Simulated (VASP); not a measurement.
Write the native input for VASP 6.6.1 that does the following.

| Item | Value |
| --- | --- |
| Task | single point |
| Functional | PBE |
| Potentials or basis | VASP PAW PBE potentials, release 64 (Be, S) |
| Cutoff | 600 eV |
| k mesh | 3 × 3 × 2 |
| Occupations | gaussian, width 0.15 eV |
| Spin | no spin polarisation |
| Dipole correction | no |
| Further INCAR settings | ALGO = Normal; EDIFF = 1e-06; NBANDS = 21 |

The structure of BeS lies in POSCAR:

```
BeS
1.0
    4.3640294098      0.0000000000      0.0000000000
    0.0000000000      4.3640294098      0.0000000000
    0.0000000000      0.0000000000      5.6792693779
Be S
3 3
Direct
    0.0000000000      0.0000000000      0.2025926498
    0.5000000000      0.0000000000      0.0216067848
    0.0000000000      0.5000000000      0.0216067848
    0.0000000000      0.0000000000      0.5777436635
    0.5000000000      0.0000000000      0.6629421186
    0.0000000000      0.5000000000      0.6629421186
```

The input as run:

INCAR

```
PREC = Accurate ; ENCUT = 600
EDIFF = 1E-6 ; ISMEAR = 0
SIGMA = 0.15 ; LREAL = F
LASPH = T ; NELM = 120
ALGO = Normal ; ISIF = 2
LWAVE = F ; LCHARG = F
GGA = PE ; NBANDS = 21
GGA_COMPAT = F
```

KPOINTS

```
Automatic mesh
0
Gamma
  3 3 2
```

Potentials or basis: VASP PAW PBE potentials, release 64 (Be, S).

Run with:

```bash
$ cat potpaw_PBE.64/Be/POTCAR potpaw_PBE.64/S/POTCAR > POTCAR
$ mpirun -np 1 vasp_std > vasp.out
```

Results of the run:

```
Pressure               : 0.3 GPa
Largest force          : 0.078 eV/Å
Band gap on the k mesh : zero (band 12 reaches 4.08 eV, above the bottom of band 13 at 3.31 eV)
```

Caveat: the k points lie up to 0.55 Å⁻¹ apart.

Run time: 13 s on 1 thread of Intel(R) Xeon(R) Platinum 8375C CPU @ 2.90GHz (Ice Lake), on a shared host, peak memory 0.23 GiB.
